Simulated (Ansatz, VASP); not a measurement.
**Two plane-wave programs on ZrS2**

File INCAR:

```
  PREC = Accurate
  ENCUT = 500
  EDIFF = 1E-6
  ISMEAR = -5
  SIGMA = 0.1
  LREAL = False
  LASPH = True
  NELM = 120
  ALGO = Normal
  ISIF = 2
  LWAVE = False
  LCHARG = True
  GGA = PE
  LELF = True
  LVHAR = True
  NBANDS = 19
  GGA_COMPAT = False
```

The input KPOINTS:

```
regular mesh
0
Gamma
  6 6 4
```

File POSCAR:

```
ZrS2
1.0
    3.6913825498      0.0000000000      0.0000000000
   -1.8456912749      3.1968310632      0.0000000000
    0.0000000000      0.0000000000      6.0410770100
Zr S
1 2
Direct
    0.0000000000      0.0000000000      0.0000000000
    0.6666666667      0.3333333333      0.7620900300
    0.3333333333      0.6666666667      0.2379099700
```

Input for Ansatz:

```yaml
crystal:
  lattice:
    - [3.6913825498, 0.0, 0.0]
    - [-1.8456912749, 3.1968310632, 0.0]
    - [0.0, 0.0, 6.04107701]
  atoms:
    - { symbol: Zr, position: [0.0, 0.0, 0.0] }
    - { symbol: S, position: [0.6666666667, 0.3333333333, 0.76209003] }
    - { symbol: S, position: [0.3333333333, 0.6666666667, 0.23790997] }
basis:
  ecutwfc: 590
kpoints:
  mp_grid: { grid: [6, 6, 4] }
hamiltonian:
  xc: pbe
scf:
  occupations: { method: tetrahedron }
output:
  forces: true
  stress: true
  eigenvalues: true
```

Alike in both runs: task single point; functional PBE; k mesh 6 × 6 × 4; occupations tetrahedron; no spin polarisation.

```csv
,VASP,Ansatz
version,VASP 6.6.1,Ansatz 0.2.0
potentials or method,"VASP PAW PBE potentials, release 64 (Zr_sv, S), cutoff 500 eV","scalar-relativistic, plane waves, PAW"
valence electrons in the cell,24,24
```

|  | VASP | Ansatz | Ansatz less VASP |
| --- | --- | --- | --- |
| gap on the k mesh at the Fermi level (eV) | 1.07 | 1.07 | -0.003 |
| least direct gap on the mesh (eV) | 1.64 | 1.63 | -0.007 |
| pressure (GPa) | 0.5 | 0.5 | +0.03 |
| traceless stress, the component that is largest in VASP (GPa) | 0.65 | 0.62 | -0.030 |
| rms of the force components (eV/Å) | 0.021 | 0.017 | -0.0036 |

Atom by atom the forces differ by 0.004 eV/Å (rms over components). Ansatz's warnings: band table not solved further, tetrahedron derivatives may miss energy slope.
